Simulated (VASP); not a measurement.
# Ca3Os2 (P-3m1) in VASP: further runs

Ca3Os2 is run at these levels: PBE; tasks: single point.

Everything below comes from runs of VASP 6.6.1. Logs are shortened: lines on timing, memory, paths and dates and some standing lists are left out, and cuts for length are marked.

## 1. The cell of the first run

Symmetry: P-3m1, No. 164, trigonal system. The conventional cell has a = 4.867 Å, b = 4.867 Å, c = 6.004 Å, α = 90.00°, β = 90.00°, γ = 120.00°. Ca (site symmetry -3m) has 6 Os at 2.84 Å and 6 Ca at 3.59 Å within 3.7 Å. Ca (site symmetry 3m) has 5 Os at 2.67 to 3.33 Å and 6 Ca at 3.20 to 3.59 Å within 3.6 Å. Os (site symmetry 3m) has 8 Ca at 2.67 to 3.33 Å and 3 Os at 2.94 Å within 3.5 Å.

The cell was built from a structure type or drawn by symmetry, and may not be a known phase.

## 2. Single point, PBE

File INCAR:

```
PREC = Accurate
ENCUT = 520
EDIFF = 1E-6
ISMEAR = 0
SIGMA = 0.1
LREAL = False
LASPH = True
NELM = 100
ALGO = Fast
ISIF = 2
LWAVE = False
LCHARG = True
GGA = PE
LELF = True
LVHAR = True
NBANDS = 31
```

File KPOINTS:

```
Automatic mesh
0
Gamma
  12 12 6
```

File POSCAR:

```
Ca3Os2
1.0
    4.8666260394      0.0000000000      0.0000000000
   -2.4333130197      4.2146217808      0.0000000000
    0.0000000000      0.0000000000      6.0038475987
Ca Os
3 2
Direct
    0.0000000000      0.0000000000      0.0000000000
    0.3333333333      0.6666666667      0.3718261425
    0.6666666667      0.3333333333      0.6281738575
    0.3333333333      0.6666666667      0.9269989800
    0.6666666667      0.3333333333      0.0730010200
```

Potentials or basis: VASP PAW PBE potentials, release 64 (Ca_sv, Os).

On the command line:

```sh
cat potpaw_PBE.64/Ca_sv/POTCAR potpaw_PBE.64/Os/POTCAR > POTCAR
mpirun -np 1 vasp_std > vasp.out
```

OUTCAR:

```text
PREC = Accurate
   ENCUT = 520
   EDIFF = 1E-6
   ISMEAR = 0
   LREAL = False
   LASPH = True
   NELM = 100
   ISIF = 2
   GGA = PE

 ion  position               nearest neighbor table
   1  0.000  0.000  0.000-   4 2.84   5 2.84   4 2.84   5 2.84   5 2.84   4 2.84
   2  0.333  0.667  0.372-   4 2.67
   3  0.667  0.333  0.628-   5 2.67
   4  0.333  0.667  0.927-   2 2.67   1 2.84   1 2.84   1 2.84   5 2.94   5 2.94   5 2.94
   5  0.667  0.333  0.073-   3 2.67   1 2.84   1 2.84   1 2.84   4 2.94   4 2.94   4 2.94

  LATTYP: Found a hexagonal cell.
 ALAT       =     4.8666260394
 C/A-ratio  =     1.2336776136

  Lattice vectors:

 A1 = (   4.8666260394,   0.0000000000,   0.0000000000)
 A2 = (  -2.4333130197,   4.2146217808,   0.0000000000)
 A3 = (   0.0000000000,   0.0000000000,   6.0038475987)

Analysis of symmetry for initial positions (statically):
=====================================================================
 Subroutine PRICEL returns:
 Original cell was already a primitive cell.

 Routine SETGRP: Setting up the symmetry group for a
 hexagonal supercell.

 Subroutine GETGRP returns: Found 12 space group operations
 (whereof 12 operations were pure point group operations)
 out of a pool of 24 trial point group operations.

The static configuration has the point symmetry D_3d.

Analysis of symmetry for dynamics (positions and initial velocities):
=====================================================================
 Subroutine PRICEL returns:
 Original cell was already a primitive cell.

 Routine SETGRP: Setting up the symmetry group for a
 hexagonal supercell.

 Subroutine GETGRP returns: Found 12 space group operations
 (whereof 12 operations were pure point group operations)
 out of a pool of 24 trial point group operations.

The dynamic configuration has the point symmetry D_3d.

 Subroutine INISYM returns: Found 12 space group operations
 (whereof 12 operations are pure point group operations),
 and found     1 'primitive' translations

----------------------------------------------------------------------------------------

                                     Primitive cell

[... 92 lines left out ...]
   LSORBIT =      F    spin-orbit coupling
   LASPH  =      T    aspherical Exc in radial PAW
   ENCUT  =  520.0 eV  38.22 Ry    6.18 a.u.   9.05  9.05 11.16*2*pi/ulx,y,z
   NELM   =    100;   NELMIN=  2; NELMDL= -5     # of ELM steps
   EDIFF  = 0.1E-05   stopping-criterion for ELM
   LREAL  =      F    real-space projection
   EDIFFG = 0.1E-04   stopping-criterion for IOM
   NSW    =      0    number of steps for IOM
   IBRION =     -1    ionic relax: 0-MD 1-quasi-New 2-CG
   NFREE  =      0    steps in history (QN), initial steepest desc. (CG)
   ISIF   =      2    stress and relaxation
   ISYM   =      2    0-nonsym 1-usesym 2-fastsym
   POTIM  = 0.5000    time-step for ionic-motion
   TEBEG  =    0.0;   TEEND  =   0.0 temperature during run
   PSTRESS=    0.0 pullay stress
   NELECT =      46.0000    total number of electrons
   NUPDOWN=      -1.0000    fix difference up-down
   EMIN   =  10.00;   EMAX   =-10.00  energy-range for DOS
   EFERMI =   0.00;   METHOD = LEGACY
   ISMEAR =     0;   SIGMA  =   0.10  broadening in eV -4-tet -1-fermi 0-gaus
   EFERMI_NEDOS =   21; number of points for ismear=-14 and -15
   IALGO  =     68    algorithm
   IMIX   =      4    mixing-type and parameters
     AMIX     =   0.40;   BMIX     =  1.00
     AMIX_MAG =   1.60;   BMIX_MAG =  1.00
  volume/ion in A,a.u.               =      24.63       166.20
  Fermi-wavevector in a.u.,A,eV,Ry     =   1.179022  2.228029 18.913372  1.390094
  Thomas-Fermi vector in A             =   2.315341
   LORBIT       =      0    0 simple, 1 ext, 2 COOP (PROOUT), +10 PAW based schemes
   GGA     = PE    functional components
   LHFCALC =     F    Hartree Fock is set to
   AEXX    =    0.0000 exact exchange contribution
   IVDW    =     0    specifies the selected vdW correction
   LEPSILON=     F    determine dielectric tensor
   LRPA    =     F    only Hartree local field effects (RPA)
 non-spin polarized calculation
 RMM-DIIS sequential band-by-band and
 Gauss-broadening in eV      SIGMA  =   0.10
  energy-cutoff  :      520.00
  volume of cell :      123.14
 maximum number of plane-waves:      3346
   NGX = 19   NGY = 19   NGZ = 23

 number of electron      46.0000004 magnetization

 Free energy of the ion-electron system (eV)
  ---------------------------------------------------
  ext. energy  EPLUGINS =         0.00000000
  ---------------------------------------------------
  free energy    TOTEN  =       -25.21303821 eV

  energy without entropy =      -25.17716876  energy(sigma->0) =      -25.19510348

 E-fermi :   3.7254     XC(G=0):  -9.8825

 val. band max:        3.7249456579   @ k =   0.0000   0.3333   0.1667
 cond. band min:       3.7265987071   @ k =   0.0000   0.1667   0.3333
 fundamental gap:      0.0016530493
 Fermi energy:         3.7254283980

 k-point     1 :       0.0000    0.0000    0.0000
  band No.  band energies     occupation
      1     -37.0711      2.00000
      2     -36.9872      2.00000
      3     -35.7344      2.00000
      4     -18.2393      2.00000
      5     -18.2393      2.00000
      6     -18.1084      2.00000
[... 805 lines left out ...]
     30       6.6161      0.00000
     31       6.8790      0.00000

 [... further k-points ...]

------------------------ aborting loop because EDIFF is reached ----------------------------------------

  FORCE on cell =-STRESS in cart. coord.  units (eV):
  Direction    XX          YY          ZZ          XY          YZ          ZX
  --------------------------------------------------------------------------------------
  -------------------------------------------------------------------------------------
  Total        0.0811095      0.0811095      0.0876251      0.0000000     -0.0000000      0.0000000
  in kB        1.0552757      1.0552757      1.1400472      0.0000000     -0.0000000      0.0000000
  external PRESSURE =       1.0835328 kB  Pullay stress =       0.0000000 kB

 VOLUME and BASIS-vectors are now :
 -----------------------------------------------------------------------------
  energy-cutoff  :      520.00
  volume of cell :      123.14
      direct lattice vectors                 reciprocal lattice vectors
     4.866626039  0.000000000  0.000000000     0.205481167  0.118634607  0.000000000
    -2.433313020  4.214621781  0.000000000     0.000000000  0.237269215  0.000000000
     0.000000000  0.000000000  6.003847599     0.000000000  0.000000000  0.166559857

 POSITION                                       TOTAL-FORCE (eV/Angst)
 -----------------------------------------------------------------------------------
      0.00000      0.00000      0.00000         0.000000      0.000000     -0.000000
     -0.00000      2.80975      2.23239        -0.000000      0.000000      0.017156
      2.43331      1.40487      3.77146         0.000000      0.000000     -0.017156
     -0.00000      2.80975      5.56556         0.000000      0.000000     -0.036928
      2.43331      1.40487      0.43829        -0.000000      0.000000      0.036928
 -----------------------------------------------------------------------------------
    total drift:                                0.000000      0.000000     -0.000000

  FREE ENERGIE OF THE ION-ELECTRON SYSTEM (eV)
  ---------------------------------------------------
  free  energy   TOTEN  =       -25.2130382083 eV

  energy  without entropy=      -25.1771687585  energy(sigma->0) =      -25.19510348
```

OSZICAR:

```text
N       E                     dE             d eps       ncg     rms          rms(c)
DAV:   1     0.420877111729E+03    0.42088E+03   -0.22065E+04  6200   0.142E+03
DAV:   2     0.100948934245E+02   -0.41078E+03   -0.39752E+03  6305   0.437E+02
DAV:   3    -0.244388655631E+02   -0.34534E+02   -0.32246E+02 10826   0.964E+01
[... 13 lines left out ...]
RMM:  17    -0.252130295989E+02   -0.12064E-04   -0.99977E-05 10167   0.343E-02    0.267E-02
RMM:  18    -0.252130331769E+02   -0.35780E-05   -0.46429E-05  9519   0.266E-02    0.127E-02
RMM:  19    -0.252130358463E+02   -0.26693E-05   -0.23984E-05  8740   0.185E-02    0.102E-02
RMM:  20    -0.252130374209E+02   -0.15746E-05   -0.12552E-05  8208   0.142E-02    0.807E-03
RMM:  21    -0.252130382083E+02   -0.78738E-06   -0.68858E-06  7249   0.112E-02
   1 F= -.25213038E+02 E0= -.25195103E+02  d E =-.358694E-01
```

stdout:

```text
POSCAR found type information on POSCAR CaOs
 POSCAR found :  2 types and       5 ions
 scaLAPACK will be used
 LDA part: xc-table for (Slater+PW92), standard interpolation
 POSCAR, INCAR and KPOINTS ok, starting setup
 FFT: planning ... GRIDC
 FFT: planning ... GRID_SOFT
 FFT: planning ... GRID
 WAVECAR not read
 entering main loop
WARNING in EDDRMM: call to ZHEGV failed, returncode =   6  3     27
WARNING in EDDRMM: call to ZHEGV failed, returncode =   8  4     16
WARNING in EDDRMM: call to ZHEGV failed, returncode =   6  3     17
WARNING in EDDRMM: call to ZHEGV failed, returncode =   8  4     27
WARNING in EDDRMM: call to ZHEGV failed, returncode =   8  4     26
```

Run time: 9.7 min. Hardware: 1 thread of Intel Xeon Platinum 8488C (Sapphire Rapids), shared host; peak memory 0.47 GiB.

What came out:

| Property | Result |
| --- | --- |
| Free energy | -25.2130 eV |
| Pressure | 0.1 GPa |
| Largest force | 0.037 eV/Å |
| Band gap on the k mesh | zero (bands 23 and 24 overlap by 0.37 eV) |

Forces on the atoms (eV/Å):
```
Ca   0.000  0.000  0.000
Ca   0.000  0.000  0.017
Ca   0.000  0.000 -0.017
Os   0.000  0.000 -0.037
Os   0.000  0.000  0.037
```

Caveat: spin-orbit coupling is left out, which moves the levels of the heavy elements.

## 3. Single point, PBE

This run uses another cell than the first one: it holds 10 atoms, not 5.

File INCAR:

```
SYSTEM = Ca3Os2
ALGO = Fast
EDIFF = 1E-7
ENCUT = 520
GGA = PE
ISIF = 2
ISMEAR = 0
LASPH = .TRUE.
LCHARG = .FALSE.
LREAL = .FALSE.
LWAVE = .FALSE.
NBANDS = 57
NELM = 100
PREC = Accurate
SIGMA = 0.2
```

File KPOINTS:

```
k-points
0
G
  4 4 4
  0 0 0
```

File POSCAR:

```
Ca3Os2
1.0
   -4.8666260394      0.0000000000      0.0000000000
    0.0000000000      0.0000000000     -6.0038475987
    0.0000000000     -8.4292435617      0.0000000000
Ca Os
6 4
Direct
    1.0000000000      1.0000000000      1.0000000000
    0.5000000000      0.0000000000      0.5000000000
    0.0000000000      0.6281738575      0.6666666667
    0.5000000000      0.6281738575      0.1666666667
    0.5000000000      0.3718261425      0.8333333333
    0.0000000000      0.3718261425      0.3333333333
    0.0000000000      0.0730010200      0.6666666667
    0.5000000000      0.0730010200      0.1666666667
    0.5000000000      0.9269989800      0.8333333333
    0.0000000000      0.9269989800      0.3333333333
```

Potentials or basis: VASP PAW PBE potentials, release 64 (Ca_sv, Os).

On the command line:

```sh
cat potpaw_PBE.64/Ca_sv/POTCAR potpaw_PBE.64/Os/POTCAR > POTCAR
mpirun -np 1 vasp_std > vasp.out
```

Run time: 7.6 min. Hardware: 1 thread of Intel Xeon 6975P-C (Granite Rapids), shared host; peak memory 0.53 GiB.

The run converged. Its results:

```
Free energy            : -50.4009 eV
Pressure               : 0.3 GPa
Largest force          : 0.129 eV/Å
Band gap on the k mesh : zero (bands 46 and 47 overlap by 0.37 eV)
```

Forces on the atoms (eV/Å):
```
Ca   0.000  0.000  0.000
Ca   0.000  0.000  0.000
Ca   0.000  0.000  0.031
Ca   0.000  0.000  0.031
Ca   0.000  0.000 -0.031
Ca   0.000  0.000 -0.031
Os   0.000 -0.010 -0.128
Os   0.000 -0.010 -0.128
Os   0.000  0.010  0.128
Os   0.000  0.010  0.128
```

Stress tensor (GPa, compression positive):
```
0.39 0.00 0.00
0.00 0.23 0.01
0.00 0.01 0.39
```

Levels at points of the mesh, in eV from the Fermi level:
```tsv
k point	band 44	band 45	band 46	band 47	band 48	band 49
(0.00, 0.00, 0.00)	-0.55	-0.43	-0.13	-0.13	0.19	0.54
(0.50, 0.00, 0.00)	-0.64	0.20	0.20	0.45	0.45	0.54
(0.00, 0.50, 0.00)	-0.45	-0.40	-0.17	-0.17	0.10	0.35
(0.50, 0.50, 0.00)	-0.23	-0.19	-0.19	0.09	0.09	0.56
(0.00, 0.00, 0.50)	-0.58	-0.08	-0.08	-0.06	-0.06	0.68
(0.50, 0.00, 0.50)	-0.54	-0.43	-0.43	0.54	0.54	1.15
(0.00, 0.50, 0.50)	-0.76	-0.07	-0.07	-0.01	-0.01	0.64
(0.50, 0.50, 0.50)	-0.45	-0.40	-0.40	0.10	0.10	0.35
```

Caveat: spin-orbit coupling is left out, which moves the levels of the heavy elements.
